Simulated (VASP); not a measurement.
Here is a VASP 6.6.1 calculation.

INCAR

```
PREC = Accurate ; ENCUT = 520
EDIFF = 1E-6 ; ISMEAR = 0
SIGMA = 0.1 ; LREAL = F
LASPH = T ; NELM = 80
ALGO = Fast ; ISIF = 2
LWAVE = F ; LCHARG = F
GGA = PE ; NBANDS = 38
```

Contents of KPOINTS:

```
Automatic mesh
0
Gamma
  10 10 10
```

POSCAR

```
LaCuIr4
1.0
    0.0000000000      3.7655429718      3.7655429718
    3.7655429718      0.0000000000      3.7655429718
    3.7655429718      3.7655429718      0.0000000000
La Cu Ir
1 1 4
Direct
    0.0000000000      0.0000000000      0.0000000000
    0.2500000000      0.2500000000      0.2500000000
    0.6245343449      0.6245343449      0.1263969653
    0.6245343449      0.1263969653      0.6245343449
    0.1263969653      0.6245343449      0.6245343449
    0.6245343449      0.6245343449      0.6245343449
```

Potentials or basis: VASP PAW PBE potentials, release 64 (La, Cu, Ir).

Command:

```console
$ cat potpaw_PBE.64/La/POTCAR potpaw_PBE.64/Cu/POTCAR potpaw_PBE.64/Ir/POTCAR > POTCAR
$ mpirun -np 1 vasp_std > vasp.out
```

Task: What does it give for the band gap on the k mesh?

Result: Zero (bands 29 and 30 overlap by 1.25 eV).

Task: Estimate the largest force.

Result: 0.013 eV/Å.

Forces on the atoms (eV/Å):
```
La   0.000  0.000  0.000
Cu   0.000  0.000  0.000
Ir  -0.008 -0.008  0.008
Ir  -0.008  0.008 -0.008
Ir   0.008 -0.008 -0.008
Ir   0.008  0.008  0.008
```

Caveat: spin-orbit coupling is left out, which moves the levels of the heavy elements.
